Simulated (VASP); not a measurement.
Runs of VASP 6.6.1 on ZrB4C2. The structure is that of space group F-43m (No. 216), or close to it. The cells are those of the table. 

| task | cell | k mesh | cutoff (eV) | gap on the mesh (eV) | pressure (GPa) | relaxed volume (Å³/atom) | largest force (eV/Å) |
| --- | --- | --- | --- | --- | --- | --- | --- |
| single point | a = 4.942 Å, angles 60.0°, 7 atoms | 10 × 10 × 10 | 520 | none | 0.0 | - | - |
| relaxation of cell and atoms | relaxed from a = 4.945 Å, angles 60.0°, 7 atoms | 10 × 10 × 10 | 600 | none | 0.0 | (a) | 0.01 |
| relaxation of cell and atoms | relaxed from a = 4.909 Å, angles 60.0°, 7 atoms | 4 × 4 × 4 | 600 | none | 0.0 | 12.22 | - |
| single point | a = 4.945 Å, angles 60.0°, 7 atoms | 4 × 4 × 4 | 520 | none | 0.1 | - | 0.01 |

Alike in all rows: level PBE; potentials or basis VASP PAW PBE potentials, release 64 (Zr_sv, B, C); no spin polarisation; smearing gaussian 0.1 eV.

**Question.** Estimate the missing entries.

**Answer.** (a) 12.18.

Caveats: some runs use coarse meshes.

A k mesh can miss the band edges, and the runs leave out spin-orbit coupling on Zr.

A gap of «none» marks levels without a gap at the run's occupations.
